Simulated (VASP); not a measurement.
Ni, 1 atom in the cell. It takes space group Im-3m (No. 229, cubic). Conventional cell: a = 2.730 Å, b = 2.730 Å, c = 2.730 Å, α = 90.00°, β = 90.00°, γ = 90.00°. Ni (site symmetry m-3m) has 14 Ni at 2.36 to 2.73 Å within 3.1 Å. 

```yaml
Program: VASP 6.6.1
Task: single point
Functional: LDA
Potentials_or_basis: VASP PAW LDA potentials, release 64 (Ni)
Cutoff: 520 eV
k_mesh: 13 × 13 × 13
Occupations: fermi-dirac, width 0.05 eV
Spin: collinear spin, ferromagnetic start
Starting_moments: "[1.0] μB"
Dipole_correction: no
Further_INCAR_settings: ALGO = Fast; EDIFF = 1e-06; NBANDS = 15
```

Potentials or basis: VASP PAW LDA potentials, release 64 (Ni).

Command:

```sh
$ cat potpaw_LDA.64/Ni/POTCAR > POTCAR
$ mpirun -np 1 vasp_std > vasp.out
```

Hardware: 1 thread of AMD EPYC 9R45 96-Core Processor (Zen 5), with other jobs on the host.

**Question.** How long does it take, and how much memory?

**Answer.** Run time: 17 s on 1 thread of AMD EPYC 9R45 96-Core Processor (Zen 5), with other jobs on the host, peak memory 0.1 GiB. Counts: scf iterations 16, k points 84.
